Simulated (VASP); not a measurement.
Set up this calculation in VASP 6.6.1, as the native input.

- Task: relaxation of cell and atoms
- Functional: PBE
- Potentials or basis: VASP PAW PBE potentials, release 64 (V_sv, Ir)
- Cutoff: 600 eV
- k mesh: 10 × 10 × 10
- Occupations: gaussian, width 0.1 eV
- Spin: no spin polarisation
- Dipole correction: no
- Further INCAR settings: ALGO = Fast; EDIFF = 1e-07; IBRION = 2; EDIFFG = -0.01; NSW = 100; ISIF = 3

The structure of V2Ir lies in POSCAR:

```
V2Ir
1.0
    0.0000000000      3.4072559389      3.4072559389
    3.4072559389      0.0000000000      3.4072559389
    3.4072559389      3.4072559389      0.0000000000
V Ir
4 2
Direct
    0.6250000000      0.6250000000      0.6250000000
    0.1250000000      0.6250000000      0.6250000000
    0.6250000000      0.6250000000      0.1250000000
    0.6250000000      0.1250000000      0.6250000000
    0.0000000000      0.0000000000      0.0000000000
    0.2500000000      0.2500000000      0.2500000000
```

One way to write it, as run:

INCAR

```
  PREC = Accurate
  ENCUT = 600
  EDIFF = 1E-7
  ISMEAR = 0
  SIGMA = 0.1
  LREAL = F
  LASPH = T
  NELM = 60
  ALGO = Fast
  ISIF = 3
  LWAVE = F
  LCHARG = F
  GGA = PE
  IBRION = 2
  NSW = 100
  EDIFFG = -0.01
```

KPOINTS

```
Automatic mesh
0
Gamma
  10 10 10
```

Potentials or basis: VASP PAW PBE potentials, release 64 (V_sv, Ir).

Run with:

```sh
$ cat potpaw_PBE.64/V_sv/POTCAR potpaw_PBE.64/Ir/POTCAR > POTCAR
$ mpirun -np 1 vasp_std > vasp.out
```

It gave:

- Relaxed volume: 13.40 Å³/atom
- Relaxed cell: a = 4.845 Å, b = 4.845 Å, c = 4.845 Å, α = 60.00°, β = 60.00°, γ = 60.00°
- Space group after relaxing (to 0.1 Å): Fd-3m (No. 227)
- Energy gained by relaxing: 2.6 meV/atom
- Ionic steps: 3
- Pressure after relaxing: 0.0 GPa
- Band gap on the k mesh: zero (bands 35 and 36 overlap by 0.77 eV)

Caveat: spin-orbit coupling is left out, which moves the levels of the heavy elements.

It took 6.2 min on 1 thread of AMD EPYC 9R45 96-Core Processor (Zen 5) (shared host), peak memory 0.32 GiB.
